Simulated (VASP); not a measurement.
# Ti3Al5 (P4/mmm) in VASP: a series of runs, part 2 of 2

VASP 6.6.1. Earlier steps stand in the parts before.

### 3 Single point, r2SCAN (16.76 Å³/atom)

This run uses another cell than the first one, of 16.76 Å³/atom.

POSCAR

```
Ti3Al5
1.0
    3.9745879244      0.0000000000      0.0000000000
    0.0000000000      3.9745879244      0.0000000000
    0.0000000000      0.0000000000      8.4888708551
Ti Al
3 5
Direct
    0.0000000000      0.0000000000      0.5000000000
    0.5000000000      0.5000000000      0.0000000000
    0.5000000000      0.5000000000      0.5000000000
    0.0000000000      0.5000000000      0.2524724970
    0.0000000000      0.5000000000      0.7475275030
    0.5000000000      0.0000000000      0.2524724970
    0.5000000000      0.0000000000      0.7475275030
    0.0000000000      0.0000000000      0.0000000000
```

INCAR.step1

```
PREC = Accurate
ENCUT = 520
ISMEAR = 0
SIGMA = 0.1
LREAL = F
LASPH = T
NELM = 60
NBANDS = 36
GGA = PE
ALGO = Normal
EDIFF = 1E-4
LWAVE = T
LCHARG = F
```

INCAR.step2

```
PREC = Accurate
ENCUT = 520
EDIFF = 1E-6
ISMEAR = 0
SIGMA = 0.1
LREAL = F
LASPH = T
NELM = 60
ALGO = Normal
ISIF = 2
LWAVE = F
LCHARG = F
METAGGA = R2SCAN
LMIXTAU = T
NBANDS = 36
ISTART = 1
```

KPOINTS

```
regular mesh
0
Gamma
  10 10 4
```

Potentials or basis: VASP PAW PBE potentials, release 64 (Ti_sv, Al).

Launch:

```sh
$ cat potpaw_PBE.64/Ti_sv/POTCAR potpaw_PBE.64/Al/POTCAR > POTCAR
$ cp INCAR.step1 INCAR
$ mpirun -np 1 vasp_std > vasp.out
$ cp INCAR.step2 INCAR
$ mpirun -np 1 vasp_std > vasp.out
```

OUTCAR:

```text
PREC = Accurate
   ENCUT = 520
   EDIFF = 1E-6
   ISMEAR = 0
   LREAL = F
   LASPH = T
   NELM = 60
   ISIF = 2
   METAGGA = R2SCAN
   ISTART = 1

 ion  position               nearest neighbor table
   1  0.000  0.000  0.500-   3 2.81   3 2.81   3 2.81   3 2.81   7 2.89   4 2.89   4 2.89   5 2.89
                             5 2.89   6 2.89   7 2.89   6 2.89
   2  0.500  0.500  0.000-   8 2.81   8 2.81   8 2.81   8 2.81   4 2.92   6 2.92   7 2.92   5 2.92
                             4 2.92   5 2.92   6 2.92   7 2.92
   3  0.500  0.500  0.500-   1 2.81   1 2.81   1 2.81   1 2.81   7 2.89   4 2.89   6 2.89   7 2.89
                             5 2.89   4 2.89   5 2.89   6 2.89
   4  0.000  0.500  0.252-   6 2.81   6 2.81   6 2.81   6 2.81   3 2.89   3 2.89   1 2.89   1 2.89
                             2 2.92   2 2.92   8 2.92   8 2.92
   5  0.000  0.500  0.748-   7 2.81   7 2.81   7 2.81   7 2.81   3 2.89   3 2.89   1 2.89   1 2.89
                             2 2.92   2 2.92   8 2.92   8 2.92
   6  0.500  0.000  0.252-   4 2.81   4 2.81   4 2.81   4 2.81   3 2.89   1 2.89   1 2.89   3 2.89
                             2 2.92   2 2.92   8 2.92   8 2.92
   7  0.500  0.000  0.748-   5 2.81   5 2.81   5 2.81   5 2.81   3 2.89   1 2.89   1 2.89   3 2.89
                             2 2.92   2 2.92   8 2.92   8 2.92
   8  0.000  0.000  0.000-   2 2.81   2 2.81   2 2.81   2 2.81   7 2.92   4 2.92   4 2.92   5 2.92
                             5 2.92   6 2.92   7 2.92   6 2.92

  LATTYP: Found a simple tetragonal cell.
 ALAT       =     3.9745879244
 C/A-ratio  =     2.1357864052

  Lattice vectors:

 A1 = (   3.9745879244,   0.0000000000,   0.0000000000)
 A2 = (   0.0000000000,   3.9745879244,   0.0000000000)
 A3 = (   0.0000000000,   0.0000000000,   8.4888708551)

Analysis of symmetry for initial positions (statically):
=====================================================================
 Subroutine PRICEL returns:
 Original cell was already a primitive cell.

 Routine SETGRP: Setting up the symmetry group for a
 simple tetragonal supercell.

 Subroutine GETGRP returns: Found 16 space group operations
 (whereof 16 operations were pure point group operations)
 out of a pool of 16 trial point group operations.

The static configuration has the point symmetry D_4h.

Analysis of symmetry for dynamics (positions and initial velocities):
=====================================================================
 Subroutine PRICEL returns:
 Original cell was already a primitive cell.

 Routine SETGRP: Setting up the symmetry group for a
 simple tetragonal supercell.

 Subroutine GETGRP returns: Found 16 space group operations
 (whereof 16 operations were pure point group operations)
 out of a pool of 16 trial point group operations.

The dynamic configuration has the point symmetry D_4h.

 Subroutine INISYM returns: Found 16 space group operations
 (whereof 16 operations are pure point group operations),
 and found     1 'primitive' translations

----------------------------------------------------------------------------------------

                                     Primitive cell

  volume of cell :     134.1017

  direct lattice vectors                    reciprocal lattice vectors
     3.974587924  0.000000000  0.000000000     0.251598409  0.000000000  0.000000000
     0.000000000  3.974587924  0.000000000     0.000000000  0.251598409  0.000000000
[... 78 lines left out ...]
 [... further k-points ...]
   k-points           NKPTS =     63   k-points in BZ     NKDIM =     63   number of bands    NBANDS=     36
   number of dos      NEDOS =    301   number of ions     NIONS =      8
   total plane-waves  NPLWV =  57600
   dimension x,y,z NGX =    30 NGY =   30 NGZ =   64
   dimension x,y,z NGXF=    60 NGYF=   60 NGZF=  128
   ions per type =               3   5
   NGX,Y,Z   is equivalent  to a cutoff of  12.55, 12.55, 12.53 a.u.
   NGXF,Y,Z  is equivalent  to a cutoff of  25.10, 25.10, 25.07 a.u.
 SYSTEM =  unknown system
   PREC   = accura    normal or accurate (medium, high low for compatibility)
   ISTART =      1    job   : 0-new  1-cont  2-samecut
   ICHARG =      0    charge: 1-file 2-atom 10-const
   ISPIN  =      1    spin polarized calculation?
   LNONCOLLINEAR =      F non collinear calculations
   LSORBIT =      F    spin-orbit coupling
   LASPH  =      T    aspherical Exc in radial PAW
   ENCUT  =  520.0 eV  38.22 Ry    6.18 a.u.   7.39  7.39 15.78*2*pi/ulx,y,z
   NELM   =     60;   NELMIN=  2; NELMDL=  0     # of ELM steps
   EDIFF  = 0.1E-05   stopping-criterion for ELM
   LREAL  =      F    real-space projection
   EDIFFG = 0.1E-04   stopping-criterion for IOM
   NSW    =      0    number of steps for IOM
   IBRION =     -1    ionic relax: 0-MD 1-quasi-New 2-CG
   NFREE  =      0    steps in history (QN), initial steepest desc. (CG)
   ISIF   =      2    stress and relaxation
   ISYM   =      2    0-nonsym 1-usesym 2-fastsym
   POTIM  = 0.5000    time-step for ionic-motion
   TEBEG  =    0.0;   TEEND  =   0.0 temperature during run
   PSTRESS=    0.0 pullay stress
   NELECT =      51.0000    total number of electrons
   NUPDOWN=      -1.0000    fix difference up-down
   EMIN   =  10.00;   EMAX   =-10.00  energy-range for DOS
   EFERMI =   0.00;   METHOD = LEGACY
   ISMEAR =     0;   SIGMA  =   0.10  broadening in eV -4-tet -1-fermi 0-gaus
   EFERMI_NEDOS =   21; number of points for ismear=-14 and -15
   IALGO  =     38    algorithm
   IMIX   =      4    mixing-type and parameters
     AMIX     =   0.40;   BMIX     =  1.00
     AMIX_MAG =   1.60;   BMIX_MAG =  1.00
  volume/ion in A,a.u.               =      16.76       113.12
  Fermi-wavevector in a.u.,A,eV,Ry     =   1.186097  2.241398 19.141028  1.406826
  Thomas-Fermi vector in A             =   2.322277
   LORBIT       =      0    0 simple, 1 ext, 2 COOP (PROOUT), +10 PAW based schemes
   METAGGA = R2SCAN    functional components
   LHFCALC =     F    Hartree Fock is set to
   AEXX    =    0.0000 exact exchange contribution
   IVDW    =     0    specifies the selected vdW correction
   LEPSILON=     F    determine dielectric tensor
   LRPA    =     F    only Hartree local field effects (RPA)
 non-spin polarized calculation
 Gauss-broadening in eV      SIGMA  =   0.10
  energy-cutoff  :      520.00
  volume of cell :      134.10
 maximum number of plane-waves:      3664
 NGX is ok and might be reduce to    30
   NGX = 15   NGY = 15   NGZ = 31

 number of electron      50.9999992 magnetization

 Free energy of the ion-electron system (eV)
  ---------------------------------------------------
  ext. energy  EPLUGINS =         0.00000000
  ---------------------------------------------------
  free energy    TOTEN  =       -75.91045941 eV

  energy without entropy =      -75.88345204  energy(sigma->0) =      -75.89695572

 E-fermi :   7.9411     XC(G=0): -11.4790

 val. band max:        7.9398742037   @ k =   0.2000   0.1000   0.5000
 cond. band min:       7.9424762527   @ k =   0.5000   0.0000   0.5000
 fundamental gap:      0.0026020490
 Fermi energy:         7.9411240382

 k-point     1 :       0.0000    0.0000    0.0000
  band No.  band energies     occupation
      1     -51.3271      2.00000
      2     -51.1061      2.00000
      3     -50.8111      2.00000
      4     -26.5667      2.00000
      5     -26.5564      2.00000
      6     -26.5564      2.00000
[... 925 lines left out ...]
     35      11.1069      0.00000
     36      11.2814      0.00000

 [... further k-points ...]

------------------------ aborting loop because EDIFF is reached ----------------------------------------

  FORCE on cell =-STRESS in cart. coord.  units (eV):
  Direction    XX          YY          ZZ          XY          YZ          ZX
  --------------------------------------------------------------------------------------
  -------------------------------------------------------------------------------------
  Total       -5.0876361     -5.0876361     -5.0787630      0.0000000      0.0000000      0.0000000
  in kB      -60.7844478    -60.7844478    -60.6784376      0.0000000      0.0000000      0.0000000
  external PRESSURE =     -60.7491111 kB  Pullay stress =       0.0000000 kB

 VOLUME and BASIS-vectors are now :
 -----------------------------------------------------------------------------
  energy-cutoff  :      520.00
  volume of cell :      134.10
      direct lattice vectors                 reciprocal lattice vectors
     3.974587924  0.000000000  0.000000000     0.251598409  0.000000000  0.000000000
     0.000000000  3.974587924  0.000000000     0.000000000  0.251598409  0.000000000
     0.000000000  0.000000000  8.488870855     0.000000000  0.000000000  0.117801297

 POSITION                                       TOTAL-FORCE (eV/Angst)
 -----------------------------------------------------------------------------------
      0.00000      0.00000      4.24444        -0.000000      0.000000      0.000000
      1.98729      1.98729      0.00000        -0.000000      0.000000      0.000000
      1.98729      1.98729      4.24444        -0.000000      0.000000      0.000000
      0.00000      1.98729      2.14321         0.000000     -0.000000     -0.011005
      0.00000      1.98729      6.34566        -0.000000      0.000000      0.011005
      1.98729      0.00000      2.14321         0.000000      0.000000     -0.011005
      1.98729      0.00000      6.34566        -0.000000     -0.000000      0.011005
      0.00000      0.00000      0.00000        -0.000000      0.000000      0.000000
 -----------------------------------------------------------------------------------
    total drift:                                0.000000      0.000000      0.000000

  FREE ENERGIE OF THE ION-ELECTRON SYSTEM (eV)
  ---------------------------------------------------
  free  energy   TOTEN  =       -75.9104594102 eV

  energy  without entropy=      -75.8834520376  energy(sigma->0) =      -75.89695572
```

Run time: 25 min. Hardware: 1 thread of Intel Xeon 8259CL, shared host; peak memory 0.41 GiB.

Results:

```yaml
Free_energy: -75.9105 eV
Pressure: -6.1 GPa
Largest_force: 0.011 eV/Å
Band_gap_on_the_k_mesh: zero (an odd number of electrons rules out a gap without spin polarisation)
```

Forces in eV/Å, atoms in the order of the input:
```
Ti   0.000  0.000  0.000
Ti   0.000  0.000  0.000
Ti   0.000  0.000  0.000
Al   0.000  0.000 -0.011
Al   0.000  0.000  0.011
Al   0.000  0.000 -0.011
Al   0.000  0.000  0.011
Al   0.000  0.000  0.000
```

Caveat: the cell stands under tension; the PAW data sets were made with another functional, which shifts forces and pressure a little.

### 4 Single point, r2SCAN (17.40 Å³/atom)

This run uses another cell than the first one, of 17.40 Å³/atom.

POSCAR

```
Ti3Al5
1.0
    4.0237391874      0.0000000000      0.0000000000
    0.0000000000      4.0237391874      0.0000000000
    0.0000000000      0.0000000000      8.5953055256
Ti Al
3 5
Direct
    0.0000000000      0.0000000000      0.5000000000
    0.5000000000      0.5000000000      0.0000000000
    0.5000000000      0.5000000000      0.5000000000
    0.0000000000      0.5000000000      0.2533472926
    0.0000000000      0.5000000000      0.7466527074
    0.5000000000      0.0000000000      0.2533472926
    0.5000000000      0.0000000000      0.7466527074
    0.0000000000      0.0000000000      0.0000000000
```

INCAR.step1: that of step 3 with these lines changed.

```diff
@@ -6,3 +6,3 @@
 LASPH = T
-NELM = 60
+NELM = 80
 NBANDS = 36
```

INCAR.step2: that of step 3 with these lines changed.

```diff
@@ -7,3 +7,3 @@
 LASPH = T
-NELM = 60
+NELM = 80
 ALGO = Normal
```

KPOINTS

```
Automatic mesh
0
Gamma
  10 10 4
```

Potentials or basis: VASP PAW PBE potentials, release 64 (Ti_sv, Al).

Launch:

```sh
$ cat potpaw_PBE.64/Ti_sv/POTCAR potpaw_PBE.64/Al/POTCAR > POTCAR
$ cp INCAR.step1 INCAR
$ mpirun -np 1 vasp_std > vasp.out
$ cp INCAR.step2 INCAR
$ mpirun -np 1 vasp_std > vasp.out
```

OUTCAR:

```text
PREC = Accurate
   ENCUT = 520
   EDIFF = 1E-6
   ISMEAR = 0
   LREAL = F
   LASPH = T
   NELM = 80
   ISIF = 2
   METAGGA = R2SCAN
   ISTART = 1

 ion  position               nearest neighbor table
   1  0.000  0.000  0.500-   3 2.85   3 2.85   3 2.85   3 2.85   7 2.92   4 2.92   4 2.92   5 2.92
                             5 2.92   6 2.92   7 2.92   6 2.92
   2  0.500  0.500  0.000-   8 2.85   8 2.85   8 2.85   8 2.85   4 2.96   6 2.96   7 2.96   5 2.96
                             4 2.96   5 2.96   6 2.96   7 2.96
   3  0.500  0.500  0.500-   1 2.85   1 2.85   1 2.85   1 2.85   7 2.92   4 2.92   6 2.92   7 2.92
                             5 2.92   4 2.92   5 2.92   6 2.92
   4  0.000  0.500  0.253-   6 2.85   6 2.85   6 2.85   6 2.85   3 2.92   3 2.92   1 2.92   1 2.92
                             2 2.96   2 2.96   8 2.96   8 2.96
   5  0.000  0.500  0.747-   7 2.85   7 2.85   7 2.85   7 2.85   3 2.92   3 2.92   1 2.92   1 2.92
                             2 2.96   2 2.96   8 2.96   8 2.96
   6  0.500  0.000  0.253-   4 2.85   4 2.85   4 2.85   4 2.85   3 2.92   1 2.92   1 2.92   3 2.92
                             2 2.96   2 2.96   8 2.96   8 2.96
   7  0.500  0.000  0.747-   5 2.85   5 2.85   5 2.85   5 2.85   3 2.92   1 2.92   1 2.92   3 2.92
                             2 2.96   2 2.96   8 2.96   8 2.96
[... 1140 lines left out ...]
     35      10.5383      0.00000
     36      10.7824      0.00000

 [... further k-points ...]

------------------------ aborting loop because EDIFF is reached ----------------------------------------

  FORCE on cell =-STRESS in cart. coord.  units (eV):
  Direction    XX          YY          ZZ          XY          YZ          ZX
  --------------------------------------------------------------------------------------
  -------------------------------------------------------------------------------------
  Total       -8.0311615     -8.0311615     -8.0210734      0.0000000      0.0000000      0.0000000
  in kB      -92.4629996    -92.4629996    -92.3468547      0.0000000      0.0000000      0.0000000
  external PRESSURE =     -92.4242846 kB  Pullay stress =       0.0000000 kB

 VOLUME and BASIS-vectors are now :
 -----------------------------------------------------------------------------
  energy-cutoff  :      520.00
  volume of cell :      139.16
      direct lattice vectors                 reciprocal lattice vectors
     4.023739187  0.000000000  0.000000000     0.248525054  0.000000000  0.000000000
     0.000000000  4.023739187  0.000000000     0.000000000  0.248525054  0.000000000
     0.000000000  0.000000000  8.595305526     0.000000000  0.000000000  0.116342578

 POSITION                                       TOTAL-FORCE (eV/Angst)
 -----------------------------------------------------------------------------------
      0.00000      0.00000      4.29765        -0.000000      0.000000      0.000000
      2.01187      2.01187      0.00000        -0.000000      0.000000      0.000000
      2.01187      2.01187      4.29765        -0.000000      0.000000      0.000000
      0.00000      2.01187      2.17760        -0.000000      0.000000     -0.009968
      0.00000      2.01187      6.41771        -0.000000      0.000000      0.009968
      2.01187      0.00000      2.17760         0.000000     -0.000000     -0.009968
      2.01187      0.00000      6.41771        -0.000000     -0.000000      0.009968
      0.00000      0.00000      0.00000        -0.000000      0.000000      0.000000
 -----------------------------------------------------------------------------------
    total drift:                                0.000000      0.000000      0.000000

  FREE ENERGIE OF THE ION-ELECTRON SYSTEM (eV)
  ---------------------------------------------------
  free  energy   TOTEN  =       -75.6673163639 eV

  energy  without entropy=      -75.6391103997  energy(sigma->0) =      -75.65321338
```

OUTCAR.step1:

```text
PREC = Accurate
   ENCUT = 520
   ISMEAR = 0
   LREAL = F
[... 1190 lines left out ...]
      0.00000      2.01187      6.41771        -0.000000     -0.000000     -0.032289
      2.01187      0.00000      2.17760        -0.000000     -0.000000      0.032289
      2.01187      0.00000      6.41771         0.000000      0.000000     -0.032289
      0.00000      0.00000      0.00000        -0.000000      0.000000      0.000000
 -----------------------------------------------------------------------------------
    total drift:                                0.000000      0.000000      0.000000

  FREE ENERGIE OF THE ION-ELECTRON SYSTEM (eV)
  ---------------------------------------------------
  free  energy   TOTEN  =       -45.1563800261 eV

  energy  without entropy=      -45.1265930802  energy(sigma->0) =      -45.14148655
```

OSZICAR.step1:

```text
N       E                     dE             d eps       ncg     rms          rms(c)
DAV:   1     0.515735534708E+03    0.51574E+03   -0.23147E+04  4584   0.141E+03
DAV:   2     0.138764550597E+02   -0.50186E+03   -0.48843E+03  4560   0.437E+02
DAV:   3    -0.429626993260E+02   -0.56839E+02   -0.55485E+02  7312   0.127E+02
DAV:   4    -0.503093859773E+02   -0.73467E+01   -0.72534E+01  7216   0.376E+01
DAV:   5    -0.506884131840E+02   -0.37903E+00   -0.37875E+00  6484   0.781E+00    0.166E+01
DAV:   6    -0.469643638642E+02    0.37240E+01   -0.60497E+01  6652   0.425E+01    0.122E+01
DAV:   7    -0.470743286844E+02   -0.10996E+00   -0.37893E+01  6284   0.303E+01    0.970E+00
DAV:   8    -0.454913842892E+02    0.15829E+01   -0.44659E+00  6168   0.114E+01    0.499E+00
DAV:   9    -0.452811245511E+02    0.21026E+00   -0.19148E+00  6824   0.838E+00    0.323E+00
DAV:  10    -0.451750445019E+02    0.10608E+00   -0.91582E-01  6616   0.584E+00    0.171E+00
DAV:  11    -0.451588615865E+02    0.16183E-01   -0.12295E-01  6368   0.212E+00    0.730E-01
DAV:  12    -0.451584163102E+02    0.44528E-03   -0.50138E-02  6260   0.128E+00    0.397E-01
DAV:  13    -0.451565939101E+02    0.18224E-02   -0.13268E-02  6364   0.673E-01    0.152E-01
DAV:  14    -0.451563820533E+02    0.21186E-03   -0.13685E-03  6008   0.263E-01    0.284E-02
DAV:  15    -0.451563800261E+02    0.20272E-05   -0.83437E-05  3248   0.654E-02
   1 F= -.45156380E+02 E0= -.45141487E+02  d E =-.297869E-01
```

Wall time 25 min (1 thread of Intel Xeon Platinum 8488C (Sapphire Rapids), shared host); peak memory 0.41 GiB.

Results:

```yaml
Free_energy: -75.6673 eV
Pressure: -9.2 GPa
Largest_force: 0.010 eV/Å
Band_gap_on_the_k_mesh: zero (an odd number of electrons rules out a gap without spin polarisation)
```

Forces on the atoms (eV/Å):
```
Ti   0.000  0.000  0.000
Ti   0.000  0.000  0.000
Ti   0.000  0.000  0.000
Al   0.000  0.000 -0.010
Al   0.000  0.000  0.010
Al   0.000  0.000 -0.010
Al   0.000  0.000  0.010
Al   0.000  0.000  0.000
```

Levels at points of the mesh, in eV from the Fermi level:
| k point | band 22 | band 23 | band 24 | band 25 | band 26 | band 27 | band 28 | band 29 |
| --- | --- | --- | --- | --- | --- | --- | --- | --- |
| (0.00, 0.00, 0.00) | -1.08 | -1.08 | -0.81 | -0.10 | 0.24 | 0.24 | 0.60 | 1.07 |
| (0.50, 0.00, 0.00) | -0.51 | -0.49 | -0.40 | 0.12 | 0.14 | 0.26 | 0.81 | 1.10 |
| (0.50, 0.50, 0.00) | -2.22 | -2.22 | -1.40 | -1.40 | -0.88 | -0.14 | 0.94 | 1.44 |
| (0.00, 0.00, 0.50) | -1.18 | -0.81 | -0.34 | -0.07 | 0.44 | 0.60 | 0.60 | 0.60 |
| (0.50, 0.00, 0.50) | -0.34 | -0.13 | -0.08 | 0.01 | 0.07 | 0.45 | 0.62 | 0.69 |
| (0.50, 0.50, 0.50) | -2.43 | -1.21 | -1.21 | -1.20 | -0.82 | -0.51 | 1.32 | 1.40 |

Caveat: the cell stands under tension; the PAW data sets were made with another functional, which shifts forces and pressure a little.

### 5 Summary

```tsv
cell	gap on the mesh (eV)	pressure (GPa)	largest force (eV/Å)
a = 3.937, b = 3.937, c = 8.408 Å, 8 atoms, atomic positions A	none	-3.3	0.01
a = 3.975, b = 3.975, c = 8.489 Å, 8 atoms, atomic positions A	none	-6.1	0.01
a = 4.024, b = 4.024, c = 8.595 Å, 8 atoms, atomic positions B	none	-9.2	0.01
```

Alike in all rows: task single point; level r2SCAN; potentials or basis VASP PAW PBE potentials, release 64 (Ti_sv, Al); no spin polarisation; k mesh 10 × 10 × 4; cutoff (eV) 520; smearing gaussian 0.1 eV.

Caveats: the cell stands under tension; the PAW data sets were made with another functional, which shifts forces and pressure a little.

Absolute energies hang on the potentials; compare differences alone.
